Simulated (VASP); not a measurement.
Here is a VASP 6.6.1 calculation.

Contents of INCAR:

```
SYSTEM = Hg
ALGO = Normal ; EDIFF = 1E-6
ENCUT = 520 ; GGA = PE
ISIF = 2 ; ISMEAR = -1
LASPH = .TRUE. ; LCHARG = .FALSE.
LREAL = .FALSE. ; LWAVE = .FALSE.
NBANDS = 12 ; NELM = 100
PREC = Accurate ; SIGMA = 0.13605693122994
```

File KPOINTS:

```
k-points
0
G
  2 2 2
  0 0 0
```

POSCAR

```
Hg
1.0
    0.0000000000      2.3919113801      2.3919113801
    2.3919113801      0.0000000000      2.3919113801
    2.3919113801      2.3919113801      0.0000000000
Hg
1
Direct
    0.0000000000      0.0000000000      0.0000000000
```

Potentials or basis: VASP PAW PBE potentials, release 64 (Hg).

Run with:

```bash
$ cat potpaw_PBE.64/Hg/POTCAR > POTCAR
$ mpirun -np 1 vasp_std > vasp.out
```

Estimate the pressure.

6.9 GPa.

What does it give for the band gap on the k mesh?

Zero (band 6 reaches 1.53 eV, above the bottom of band 7 at 0.60 eV).

Caveat: the k points lie up to 1.14 Å⁻¹ apart; spin-orbit coupling is left out, which moves the levels of the heavy elements.
